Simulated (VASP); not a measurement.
# Ca2MgAs2 (P4/mmm) in VASP: single point with PBE

Aim: the single point of Ca2MgAs2 with PBE.

Everything below comes from runs of VASP 6.6.1. Logs are shortened: lines on timing, memory, paths and dates and some standing lists are left out, and cuts for length are marked.

## Step 1: The cell of the first run

The structure is tetragonal, space group P4/mmm (No. 123). The conventional cell has a = 4.143 Å, b = 4.143 Å, c = 7.631 Å, α = 90.00°, β = 90.00°, γ = 90.00°. Within 2.8 Å of Ca (site symmetry 4mm) lie 1 Ca at 2.13 Å and 1 Mg at 2.75 Å. Within 3.6 Å of Mg (site symmetry 4/mmm) lie 2 Ca at 2.75 Å and 8 As at 3.58 Å. Within 4.2 Å of As (site symmetry 4mm) lie 8 Ca at 3.01 to 4.07 Å and 6 As at 3.53 to 4.14 Å and 4 Mg at 3.58 Å.

The cell was generated, and may not be a known phase.

## Step 2: Single point, PBE

INCAR reads:

```
SYSTEM = Ca2MgAs2
  PREC = Accurate
  ENCUT = 520
  EDIFF = 1E-6
  ISMEAR = 0
  SIGMA = 0.1
  LREAL = .FALSE.
  LASPH = .TRUE.
  NELM = 80
  ALGO = Fast
  ISIF = 2
  LWAVE = .FALSE.
  LCHARG = .FALSE.
  GGA = PE
  NBANDS = 24
```

KPOINTS reads:

```
Automatic mesh
0
G
  4 4 2
  0 0 0
```

POSCAR reads:

```
Ca2MgAs2
1.0
    4.1429255000      0.0000000000      0.0000000000
    0.0000000000      4.1429255000      0.0000000000
    0.0000000000      0.0000000000      7.6308346500
Ca Mg As
2 1 2
Direct
    0.0000000000      0.0000000000      0.8606994900
    0.0000000000      0.0000000000      0.1393005100
    0.0000000000      0.0000000000      0.5000000000
    0.5000000000      0.5000000000      0.2313094000
    0.5000000000      0.5000000000      0.7686906000
```

Potentials or basis: VASP PAW PBE potentials, release 64 (Ca_sv, Mg, As).

Run with:

```
$ cat potpaw_PBE.64/Ca_sv/POTCAR potpaw_PBE.64/Mg/POTCAR potpaw_PBE.64/As/POTCAR > POTCAR
$ mpirun -np 1 vasp_std > vasp.out
```

OUTCAR:

```text
SYSTEM = Ca2MgAs2
   PREC = Accurate
   ENCUT = 520
   EDIFF = 1E-6
   ISMEAR = 0
   LREAL = .FALSE.
   LASPH = .TRUE.
   NELM = 80
   ISIF = 2
   GGA = PE

 ion  position               nearest neighbor table
   1  0.000  0.000  0.861-   2 2.13   3 2.75   5 3.01   5 3.01   5 3.01   5 3.01
   2  0.000  0.000  0.139-   1 2.13   3 2.75   4 3.01   4 3.01   4 3.01   4 3.01
   3  0.000  0.000  0.500-   1 2.75   2 2.75
   4  0.500  0.500  0.231-   2 3.01   2 3.01   2 3.01   2 3.01
   5  0.500  0.500  0.769-   1 3.01   1 3.01   1 3.01   1 3.01

  LATTYP: Found a simple tetragonal cell.
 ALAT       =     4.1429255000
 C/A-ratio  =     1.8418952139

  Lattice vectors:

 A1 = (   4.1429255000,   0.0000000000,   0.0000000000)
 A2 = (   0.0000000000,   4.1429255000,   0.0000000000)
 A3 = (   0.0000000000,   0.0000000000,   7.6308346500)

Analysis of symmetry for initial positions (statically):
=====================================================================
 Subroutine PRICEL returns:
 Original cell was already a primitive cell.

 Routine SETGRP: Setting up the symmetry group for a
 simple tetragonal supercell.

 Subroutine GETGRP returns: Found 16 space group operations
 (whereof 16 operations were pure point group operations)
 out of a pool of 16 trial point group operations.

The static configuration has the point symmetry D_4h.

Analysis of symmetry for dynamics (positions and initial velocities):
=====================================================================
 Subroutine PRICEL returns:
 Original cell was already a primitive cell.

 Routine SETGRP: Setting up the symmetry group for a
 simple tetragonal supercell.

 Subroutine GETGRP returns: Found 16 space group operations
 (whereof 16 operations were pure point group operations)
 out of a pool of 16 trial point group operations.

The dynamic configuration has the point symmetry D_4h.

 Subroutine INISYM returns: Found 16 space group operations
 (whereof 16 operations are pure point group operations),
 and found     1 'primitive' translations

----------------------------------------------------------------------------------------

                                     Primitive cell

  volume of cell :     130.9744

[... 80 lines left out ...]
   NELM   =     80;   NELMIN=  2; NELMDL= -5     # of ELM steps
   EDIFF  = 0.1E-05   stopping-criterion for ELM
   LREAL  =      F    real-space projection
   EDIFFG = 0.1E-04   stopping-criterion for IOM
   NSW    =      0    number of steps for IOM
   IBRION =     -1    ionic relax: 0-MD 1-quasi-New 2-CG
   NFREE  =      0    steps in history (QN), initial steepest desc. (CG)
   ISIF   =      2    stress and relaxation
   ISYM   =      2    0-nonsym 1-usesym 2-fastsym
   POTIM  = 0.5000    time-step for ionic-motion
   TEBEG  =    0.0;   TEEND  =   0.0 temperature during run
   PSTRESS=    0.0 pullay stress
   NELECT =      32.0000    total number of electrons
   NUPDOWN=      -1.0000    fix difference up-down
   EMIN   =  10.00;   EMAX   =-10.00  energy-range for DOS
   EFERMI =   0.00;   METHOD = LEGACY
   ISMEAR =     0;   SIGMA  =   0.10  broadening in eV -4-tet -1-fermi 0-gaus
   EFERMI_NEDOS =   21; number of points for ismear=-14 and -15
   IALGO  =     68    algorithm
   IMIX   =      4    mixing-type and parameters
     AMIX     =   0.40;   BMIX     =  1.00
     AMIX_MAG =   1.60;   BMIX_MAG =  1.00
  volume/ion in A,a.u.               =      26.19       176.77
  Fermi-wavevector in a.u.,A,eV,Ry     =   1.023441  1.934023 14.251165  1.047431
  Thomas-Fermi vector in A             =   2.157174
   LORBIT       =      0    0 simple, 1 ext, 2 COOP (PROOUT), +10 PAW based schemes
   GGA     = PE    functional components
   LHFCALC =     F    Hartree Fock is set to
   AEXX    =    0.0000 exact exchange contribution
   IVDW    =     0    specifies the selected vdW correction
   LEPSILON=     F    determine dielectric tensor
   LRPA    =     F    only Hartree local field effects (RPA)
 non-spin polarized calculation
 RMM-DIIS sequential band-by-band and
 Gauss-broadening in eV      SIGMA  =   0.10
  energy-cutoff  :      520.00
  volume of cell :      130.97
 maximum number of plane-waves:      3580
 NGX is ok and might be reduce to    32
   NGX = 15   NGY = 15   NGZ = 29

 number of electron      32.0000005 magnetization

 Free energy of the ion-electron system (eV)
  ---------------------------------------------------
  ext. energy  EPLUGINS =         0.00000000
  ---------------------------------------------------
  free energy    TOTEN  =       -12.33279917 eV

  energy without entropy =      -12.32416155  energy(sigma->0) =      -12.32848036

 E-fermi :   3.0036     XC(G=0):  -8.9489

 val. band max:        2.9832310975   @ k =   0.5000   0.5000   0.0000
 cond. band min:       3.1032709080   @ k =   0.0000   0.0000   0.0000
 fundamental gap:      0.1200398105
 Fermi energy:         3.0036483804

 k-point     1 :       0.0000    0.0000    0.0000
  band No.  band energies     occupation
      1     -39.1978      2.00000
      2     -37.9881      2.00000
      3     -21.8795      2.00000
      4     -19.7550      2.00000
      5     -19.7550      2.00000
      6     -19.0167      2.00000
[... 313 lines left out ...]
     23       6.8603      0.00000
     24       7.2816      0.00000

------------------------ aborting loop because EDIFF is reached ----------------------------------------

  FORCE on cell =-STRESS in cart. coord.  units (eV):
  Direction    XX          YY          ZZ          XY          YZ          ZX
  --------------------------------------------------------------------------------------
  -------------------------------------------------------------------------------------
  Total       -5.2023755     -5.2023755     18.6506523      0.0000000      0.0000000      0.0000000
  in kB      -63.6393865    -63.6393865    228.1488675      0.0000000      0.0000000      0.0000000
  external PRESSURE =      33.6233649 kB  Pullay stress =       0.0000000 kB

 VOLUME and BASIS-vectors are now :
 -----------------------------------------------------------------------------
  energy-cutoff  :      520.00
  volume of cell :      130.97
      direct lattice vectors                 reciprocal lattice vectors
     4.142925500  0.000000000  0.000000000     0.241375328  0.000000000  0.000000000
     0.000000000  4.142925500  0.000000000     0.000000000  0.241375328  0.000000000
     0.000000000  0.000000000  7.630834650     0.000000000  0.000000000  0.131047264

 POSITION                                       TOTAL-FORCE (eV/Angst)
 -----------------------------------------------------------------------------------
      0.00000      0.00000      6.56786         0.000000      0.000000     -6.738951
      0.00000      0.00000      1.06298         0.000000      0.000000      6.738951
      0.00000      0.00000      3.81542         0.000000      0.000000      0.000000
      2.07146      2.07146      1.76508         0.000000     -0.000000      0.029895
      2.07146      2.07146      5.86575        -0.000000     -0.000000     -0.029895
 -----------------------------------------------------------------------------------
    total drift:                               -0.000000     -0.000000      0.000000

  FREE ENERGIE OF THE ION-ELECTRON SYSTEM (eV)
  ---------------------------------------------------
  free  energy   TOTEN  =       -12.3327991686 eV

  energy  without entropy=      -12.3241615531  energy(sigma->0) =      -12.32848036
```

OSZICAR:

```text
N       E                     dE             d eps       ncg     rms          rms(c)
DAV:   1     0.231250830541E+03    0.23125E+03   -0.14625E+04   576   0.119E+03
DAV:   2     0.242877628813E+01   -0.22882E+03   -0.22174E+03   656   0.308E+02
DAV:   3    -0.129671009146E+02   -0.15396E+02   -0.14826E+02  1008   0.617E+01
DAV:   4    -0.137498061219E+02   -0.78271E+00   -0.77677E+00   824   0.118E+01
[... 18 lines left out ...]
RMM:  23    -0.123327930991E+02   -0.27780E-05   -0.28551E-05   588   0.784E-03    0.146E-03
RMM:  24    -0.123327954486E+02   -0.23495E-05   -0.24199E-05   491   0.651E-03    0.121E-03
RMM:  25    -0.123327970163E+02   -0.15677E-05   -0.15683E-05   478   0.592E-03    0.967E-04
RMM:  26    -0.123327983359E+02   -0.13196E-05   -0.13803E-05   447   0.520E-03    0.890E-04
RMM:  27    -0.123327991686E+02   -0.83271E-06   -0.87930E-06   423   0.479E-03
   1 F= -.12332799E+02 E0= -.12328480E+02  d E =-.863762E-02
```

stdout:

```text
POSCAR found type information on POSCAR CaMgAs
 POSCAR found :  3 types and       5 ions
 scaLAPACK will be used
 LDA part: xc-table for (Slater+PW92), standard interpolation
 POSCAR, INCAR and KPOINTS ok, starting setup
 FFT: planning ... GRIDC
 FFT: planning ... GRID_SOFT
 FFT: planning ... GRID
 WAVECAR not read
 entering main loop
WARNING in EDDRMM: call to ZHEGV failed, returncode =   6  3     14
```

It took 76 s on 1 thread of Intel Xeon Platinum 8259CL at 2.50GHz (Skylake/Cascade Lake), shared host; peak memory 0.25 GiB.

What came out:

```yaml
Free_energy: -12.3328 eV
Pressure: 3.4 GPa
Largest_force: 6.739 eV/Å
Band_gap_on_the_k_mesh: zero (bands 16 and 17 overlap by 0.32 eV)
```

Forces in eV/Å, atoms in the order of the input:
```
Ca   0.000  0.000 -6.739
Ca   0.000  0.000  6.739
Mg   0.000  0.000  0.000
As   0.000  0.000  0.030
As   0.000  0.000 -0.030
```

Stress tensor (GPa, compression positive):
```
-6.36  0.00  0.00
 0.00 -6.36  0.00
 0.00  0.00 22.81
```

Caveat: the k points lie up to 0.41 Å⁻¹ apart; semilocal functionals underestimate gaps, and a narrow one can read as zero; forces of over 1 eV/Å act on the atoms, so gaps and moduli don't describe the material at rest.

The gap in the log of VASP goes by the Fermi energy; the results here count the filled bands.